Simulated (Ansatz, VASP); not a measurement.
## One calculation of Si2Mo, two programs

```
Si Mo
1.0
    -1.54469    1.62330    3.93050
     1.62330   -1.54469    3.93050
     1.57669    1.57669   -3.89850
Si Mo
2 1
Direct
  0.33300 0.33300 0.00000
  0.66700 0.66700 0.00000
  0.00000 0.00000 0.00000
```

Change from the starting cell: equal xy, yz and zx shear strains of +2 %.

Alike in both runs: task single point; functional PBEsol; k mesh 16 × 16 × 16; occupations fermi-dirac, width 0.08 eV; no spin polarisation.

|  | VASP | Ansatz |
| --- | --- | --- |
| version | VASP 6.6.1 | Ansatz 0.2.0 |
| potentials or method | VASP PAW PBE potentials, release 64 (Si, Mo_sv), cutoff 520 eV | all-electron LAPW, scalar-relativistic |

|  | VASP | Ansatz | Ansatz less VASP |
| --- | --- | --- | --- |
| pressure (GPa) | -2.1 | -2.4 | -0.33 |
| traceless stress, the component that is largest in VASP (GPa) | -3.85 | -3.85 | +0.007 |
| rms of the force components (eV/Å) | 0.149 | 0.151 | +0.0018 |

VASP's potentials were made for PBE, not for PBEsol. Atom by atom the forces differ by 0.002 eV/Å (rms over components). Ansatz ran all-electron here, and VASP with PAW potentials.
